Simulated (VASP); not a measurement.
A run of VASP 6.6.1:

INCAR

```
PREC = Accurate
ENCUT = 520
EDIFF = 1E-6
ISMEAR = 0
SIGMA = 0.1
LREAL = False
LASPH = True
NELM = 100
ALGO = Normal
ISIF = 2
LWAVE = False
LCHARG = False
GGA = CA
NBANDS = 26
```

Contents of KPOINTS:

```
regular mesh
0
Gamma
  6 6 4
```

POSCAR

```
Ir
1.0
    3.9256208001      0.0000000000      0.0000000000
   -1.9628104001      3.3996873385      0.0000000000
    0.0000000000      0.0000000000      6.1823460672
Ir
4
Direct
    0.3333333333      0.6666666667      0.0574407948
    0.6666666667      0.3333333333      0.5574407948
    0.3333333333      0.6666666667      0.4425592052
    0.6666666667      0.3333333333      0.9425592052
```

Potentials or basis: VASP PAW LDA potentials, release 64 (Ir).

The run is started by

```console
$ cat potpaw_LDA.64/Ir/POTCAR > POTCAR
$ mpirun -np 1 vasp_std > vasp.out
```

Hardware: 1 thread of Intel Xeon 8259CL (shared host).

Task: How long does it take, and how much memory?

Result: It took 51 s on 1 thread of Intel Xeon 8259CL, with other jobs on the host, peak memory 0.18 GiB. Counts: scf iterations 12, k points 21.
